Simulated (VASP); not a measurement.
# ZnSe (Pm-3m) in VASP: single point with HSE06

Aim: the single point of ZnSe with HSE06.

Everything below comes from runs of VASP 6.6.1. Logs are shortened: lines on timing, memory, paths and dates and some standing lists are left out, and cuts for length are marked.

## (1) The cell of the first run

The structure is cubic, space group Pm-3m (No. 221). The conventional cell has a = 3.325 Å, b = 3.325 Å, c = 3.325 Å, α = 90.00°, β = 90.00°, γ = 90.00°. Zn (site symmetry m-3m) has 8 Se at 2.88 Å and 6 Zn at 3.33 Å within 3.8 Å. Se (site symmetry m-3m) has 8 Zn at 2.88 Å and 6 Se at 3.33 Å within 3.8 Å.

## (2) Single point, HSE06

Contents of POSCAR:

```
ZnSe
1.0
    3.3251530431      0.0000000000      0.0000000000
    0.0000000000      3.3251530431      0.0000000000
    0.0000000000      0.0000000000      3.3251530431
Zn Se
1 1
Direct
    0.0000000000      0.0000000000      0.0000000000
    0.5000000000      0.5000000000      0.5000000000
```

Contents of INCAR.step1:

```
SYSTEM = ZnSe
ALGO = Normal
EDIFF = 1E-5
ENCUT = 520
GGA = PE
ISIF = 2
ISMEAR = -1
LASPH = .TRUE.
LCHARG = .FALSE.
LREAL = .FALSE.
LWAVE = .TRUE.
NBANDS = 16
NELM = 100
PREC = Accurate
SIGMA = 0.02
```

Contents of INCAR.step2:

```
SYSTEM = ZnSe
ALGO = Normal
EDIFF = 1E-6
ENCUT = 520
GGA = PE
HFSCREEN = 0.2079
ISIF = 2
ISMEAR = -1
ISTART = 1
LASPH = .TRUE.
LCHARG = .FALSE.
LHFCALC = .TRUE.
LREAL = .FALSE.
LWAVE = .FALSE.
NBANDS = 16
NELM = 100
PREC = Accurate
PRECFOCK = Normal
SIGMA = 0.02
```

Contents of KPOINTS:

```
k-points
0
G
  4 4 4
  0 0 0
```

Potentials or basis: VASP PAW PBE potentials, release 64 (Zn, Se).

Command:

```console
cat potpaw_PBE.64/Zn/POTCAR potpaw_PBE.64/Se/POTCAR > POTCAR
cp INCAR.step1 INCAR
mpirun -np 1 vasp_std > vasp.out
cp INCAR.step2 INCAR
mpirun -np 1 vasp_std > vasp.out
```

OUTCAR:

```text
SYSTEM = ZnSe
   EDIFF = 1E-6
   ENCUT = 520
   GGA = PE
   HFSCREEN = 0.2079
   ISIF = 2
   ISMEAR = -1
   ISTART = 1
   LASPH = .TRUE.
   LHFCALC = .TRUE.
   LREAL = .FALSE.
   NELM = 100
   PREC = Accurate
   PRECFOCK = Normal

 ion  position               nearest neighbor table
   1  0.000  0.000  0.000-   2 2.88   2 2.88   2 2.88   2 2.88   2 2.88   2 2.88   2 2.88   2 2.88

   2  0.500  0.500  0.500-   1 2.88   1 2.88   1 2.88   1 2.88   1 2.88   1 2.88   1 2.88   1 2.88

  LATTYP: Found a simple cubic cell.
 ALAT       =     3.3251530431

  Lattice vectors:

 A1 = (   3.3251530431,   0.0000000000,   0.0000000000)
 A2 = (   0.0000000000,   3.3251530431,   0.0000000000)
 A3 = (   0.0000000000,   0.0000000000,   3.3251530431)

Analysis of symmetry for initial positions (statically):
=====================================================================
 Subroutine PRICEL returns:
 Original cell was already a primitive cell.

 Routine SETGRP: Setting up the symmetry group for a
 simple cubic supercell.

 Subroutine GETGRP returns: Found 48 space group operations
 (whereof 48 operations were pure point group operations)
 out of a pool of 48 trial point group operations.

The static configuration has the point symmetry O_h .

Analysis of symmetry for dynamics (positions and initial velocities):
=====================================================================
 Subroutine PRICEL returns:
 Original cell was already a primitive cell.

 Routine SETGRP: Setting up the symmetry group for a
 simple cubic supercell.

 Subroutine GETGRP returns: Found 48 space group operations
 (whereof 48 operations were pure point group operations)
 out of a pool of 48 trial point group operations.

The dynamic configuration has the point symmetry O_h .

 Subroutine INISYM returns: Found 48 space group operations
 (whereof 48 operations are pure point group operations),
 and found     1 'primitive' translations

----------------------------------------------------------------------------------------

                                     Primitive cell

  volume of cell :      36.7650

  direct lattice vectors                    reciprocal lattice vectors
     3.325153043  0.000000000  0.000000000     0.300738037  0.000000000  0.000000000
     0.000000000  3.325153043  0.000000000     0.000000000  0.300738037  0.000000000
     0.000000000  0.000000000  3.325153043     0.000000000  0.000000000  0.300738037

  length of vectors
     3.325153043  3.325153043  3.325153043     0.300738037  0.300738037  0.300738037

  position of ions in fractional coordinates (direct lattice)
     0.000000000  0.000000000  0.000000000
     0.500000000  0.500000000  0.500000000

  ion indices of the primitive-cell ions
   primitive index   ion index
                 1           1
                 2           2

----------------------------------------------------------------------------------------

 KPOINTS: k-points

Automatic generation of k-mesh.
 Grid dimensions read from file:
 generate k-points for:    4    4    4

 Generating k-lattice:

  Cartesian coordinates                     Fractional coordinates (reciprocal lattice)
     0.075184509  0.000000000  0.000000000     0.250000000  0.000000000  0.000000000
     0.000000000  0.075184509  0.000000000     0.000000000  0.250000000  0.000000000
     0.000000000  0.000000000  0.075184509     0.000000000  0.000000000  0.250000000

  Length of vectors
     0.075184509  0.075184509  0.075184509

  Shift w.r.t. Gamma in fractional coordinates (k-lattice)
     0.000000000  0.000000000  0.000000000

 Subroutine IBZKPT returns following result:
 ===========================================

 Found     10 irreducible k-points:

 Following reciprocal coordinates:
            Coordinates               Weight
  0.000000  0.000000  0.000000      1.000000
  0.250000  0.000000  0.000000      6.000000
  0.500000  0.000000  0.000000      3.000000
  0.250000  0.250000  0.000000     12.000000
  0.500000  0.250000  0.000000     12.000000
  0.500000  0.500000  0.000000      3.000000
  0.250000  0.250000  0.250000      8.000000
  0.500000  0.250000  0.250000     12.000000
  0.500000  0.500000  0.250000      6.000000
  0.500000  0.500000  0.500000      1.000000
   k-points           NKPTS =     10   k-points in BZ     NKDIM =     64   number of bands    NBANDS=     16
   number of dos      NEDOS =    301   number of ions     NIONS =      2
   total plane-waves  NPLWV =  21952
   dimension x,y,z NGX =    28 NGY =   28 NGZ =   28
   dimension x,y,z NGXF=    56 NGYF=   56 NGZF=   56
   ions per type =               1   1
   NGX,Y,Z   is equivalent  to a cutoff of  14.00, 14.00, 14.00 a.u.
   NGXF,Y,Z  is equivalent  to a cutoff of  28.00, 28.00, 28.00 a.u.
 SYSTEM =  ZnSe
   PREC   = accura    normal or accurate (medium, high low for compatibility)
   ISTART =      1    job   : 0-new  1-cont  2-samecut
   ICHARG =      0    charge: 1-file 2-atom 10-const
   ISPIN  =      1    spin polarized calculation?
   LNONCOLLINEAR =      F non collinear calculations
   LSORBIT =      F    spin-orbit coupling
   LASPH  =      T    aspherical Exc in radial PAW
   ENCUT  =  520.0 eV  38.22 Ry    6.18 a.u.   6.18  6.18  6.18*2*pi/ulx,y,z
   NELM   =    100;   NELMIN=  2; NELMDL=  0     # of ELM steps
   EDIFF  = 0.1E-05   stopping-criterion for ELM
   LREAL  =      F    real-space projection
   EDIFFG = 0.1E-04   stopping-criterion for IOM
   NSW    =      0    number of steps for IOM
   IBRION =     -1    ionic relax: 0-MD 1-quasi-New 2-CG
   NFREE  =      0    steps in history (QN), initial steepest desc. (CG)
   ISIF   =      2    stress and relaxation
   ISYM   =      3    0-nonsym 1-usesym 2-fastsym
   POTIM  = 0.5000    time-step for ionic-motion
   TEBEG  =    0.0;   TEEND  =   0.0 temperature during run
   PSTRESS=    0.0 pullay stress
   NELECT =      18.0000    total number of electrons
   NUPDOWN=      -1.0000    fix difference up-down
   EMIN   =  10.00;   EMAX   =-10.00  energy-range for DOS
   EFERMI =   0.00;   METHOD = LEGACY
   ISMEAR =    -1;   SIGMA  =   0.02  broadening in eV -4-tet -1-fermi 0-gaus
   EFERMI_NEDOS =   21; number of points for ismear=-14 and -15
   IALGO  =     38    algorithm
   IMIX   =      1    mixing-type and parameters
     AMIX     =   0.40;   BMIX     =  1.00
     AMIX_MAG =   1.60;   BMIX_MAG =  1.00
  volume/ion in A,a.u.               =      18.38       124.05
  Fermi-wavevector in a.u.,A,eV,Ry     =   1.290290  2.438295 22.651639  1.664849
  Thomas-Fermi vector in A             =   2.422131
   LORBIT       =      0    0 simple, 1 ext, 2 COOP (PROOUT), +10 PAW based schemes
   GGA     = PE    functional components
   LHFCALC =     T    Hartree Fock is set to
   PRECFOCK=normal    Normal, Fast or Accurate (Low or Medium for compatibility)
   ENCUT4O =  -1.0   cutoff for four orbital integrals eV
   NKREDX  =     1    reduce k-point grid by
   NKREDY  =     1    reduce k-point grid by
   NKREDZ  =     1    reduce k-point grid by
   AEXX    =    0.2500 exact exchange contribution
   HFSCREEN=    0.2079 screening length (either q_TF or 0.3 A-1)
   HFSCREENC=   0.2079 screening length for correlation (either q_TF or 0.3 A-1)
   ENCUTFOCK=  -1.0 apply spherical cutoff to Coloumb kernel
   IVDW    =     0    specifies the selected vdW correction
   LEPSILON=     F    determine dielectric tensor
   LRPA    =     F    only Hartree local field effects (RPA)
 non-spin polarized calculation
  energy-cutoff  :      520.00
  volume of cell :       36.77
 maximum number of plane-waves:      1021
 NGX is ok and might be reduce to    28
  NGX = 20; NGY = 20; NGZ = 20

 number of electron      17.9999997 magnetization

 Free energy of the ion-electron system (eV)
  ---------------------------------------------------
  ext. energy  EPLUGINS =         0.00000000
  ---------------------------------------------------
  free energy    TOTEN  =        -5.44476231 eV

  energy without entropy =       -5.43966834  energy(sigma->0) =       -5.44221532

 E-fermi :   4.4195     XC(G=0):  -8.8829

 val. band max:        4.1160657339   @ k =   0.5000   0.0000   0.0000
 cond. band min:       4.4262362698   @ k =   0.5000   0.2500   0.0000
 fundamental gap:      0.3101705359
 Fermi energy:         4.4195068354

 k-point     1 :       0.0000    0.0000    0.0000
  band No.  band energies     occupation
      1     -12.1945      2.00000
      2      -5.5654      2.00000
      3      -5.5654      2.00000
      4      -5.3076      2.00000
      5      -5.3076      2.00000
      6      -5.3076      2.00000
[... 8 lines left out ...]
     15      16.3824      0.00000
     16      20.6209      0.00000

 k-point     2 :       0.2500    0.0000    0.0000
  band No.  band energies     occupation
      1     -11.6014      2.00000
      2      -5.5462      2.00000
      3      -5.5189      2.00000
      4      -5.3861      2.00000
      5      -5.3861      2.00000
      6      -5.3013      2.00000
[... 8 lines left out ...]
     15      15.8208      0.00000
     16      18.1135      0.00000

 k-point     3 :       0.5000    0.0000    0.0000
  band No.  band energies     occupation
      1     -10.7772      2.00000
      2      -5.6775      2.00000
      3      -5.5270      2.00000
      4      -5.4605      2.00000
      5      -5.4605      2.00000
      6      -5.2949      2.00000
[... 8 lines left out ...]
     15      15.2592      0.00000
     16      21.7135      0.00000

 k-point     4 :       0.2500    0.2500    0.0000
  band No.  band energies     occupation
      1     -11.0645      2.00000
      2      -5.5387      2.00000
      3      -5.4196      2.00000
      4      -5.4039      2.00000
      5      -5.3802      2.00000
      6      -5.3493      2.00000
[... 8 lines left out ...]
     15      17.1236      0.00000
     16      17.2157      0.00000
[... 58 lines left out ...]
 k-point     8 :       0.5000    0.2500    0.2500
  band No.  band energies     occupation
      1      -9.9049      2.00000
      2      -5.5961      2.00000
      3      -5.5109      2.00000
      4      -5.3653      2.00000
      5      -5.2794      2.00000
      6      -5.2335      2.00000
[... 8 lines left out ...]
     15      17.1916      0.00000
     16      19.3359      0.00000

 k-point     9 :       0.5000    0.5000    0.2500
  band No.  band energies     occupation
      1      -9.3440      2.00000
      2      -5.5978      2.00000
      3      -5.5978      2.00000
      4      -5.3138      2.00000
      5      -5.3135      2.00000
      6      -5.1744      2.00000
[... 8 lines left out ...]
     15      21.1248      0.00000
     16      21.1248      0.00000

 k-point    10 :       0.5000    0.5000    0.5000
  band No.  band energies     occupation
      1      -8.6422      2.00000
      2      -5.7590      2.00000
      3      -5.7590      2.00000
      4      -5.7590      2.00000
      5      -5.1714      2.00000
      6      -5.1714      2.00000
[... 8 lines left out ...]
     15      24.6435      0.00000
     16      24.6435      0.00000

------------------------ aborting loop because EDIFF is reached ----------------------------------------

  FORCE on cell =-STRESS in cart. coord.  units (eV):
  Direction    XX          YY          ZZ          XY          YZ          ZX
  --------------------------------------------------------------------------------------
  -------------------------------------------------------------------------------------
  Total        0.3672098      0.3672098      0.3672098     -0.0000000     -0.0000000      0.0000000
  in kB       16.0025768     16.0025768     16.0025768     -0.0000000     -0.0000000      0.0000000
  external PRESSURE =      16.0025768 kB  Pullay stress =       0.0000000 kB

 VOLUME and BASIS-vectors are now :
 -----------------------------------------------------------------------------
  energy-cutoff  :      520.00
  volume of cell :       36.77
      direct lattice vectors                 reciprocal lattice vectors
     3.325153043  0.000000000  0.000000000     0.300738037  0.000000000  0.000000000
     0.000000000  3.325153043  0.000000000     0.000000000  0.300738037  0.000000000
     0.000000000  0.000000000  3.325153043     0.000000000  0.000000000  0.300738037

 POSITION                                       TOTAL-FORCE (eV/Angst)
 -----------------------------------------------------------------------------------
      0.00000      0.00000      0.00000         0.000000      0.000000      0.000000
      1.66258      1.66258      1.66258         0.000000      0.000000      0.000000
 -----------------------------------------------------------------------------------
    total drift:                               -0.000002     -0.000005     -0.000001

  FREE ENERGIE OF THE ION-ELECTRON SYSTEM (eV)
  ---------------------------------------------------
  free  energy   TOTEN  =        -5.4447623056 eV

  energy  without entropy=       -5.4396683397  energy(sigma->0) =       -5.44221532
```

It took 6.2 min on 1 thread of Intel Xeon Platinum 8259CL at 2.50GHz (Skylake/Cascade Lake), shared host; peak memory 0.27 GiB.

Results:

- Free energy: -5.4448 eV
- Pressure: 1.6 GPa
- Band gap on the k mesh: zero (bands 9 and 10 overlap by 1.70 eV)

Caveat: the k points lie up to 0.47 Å⁻¹ apart, too coarse for converged energies and pressures of a metal; the PAW data sets were made with another functional, which shifts forces and pressure a little.
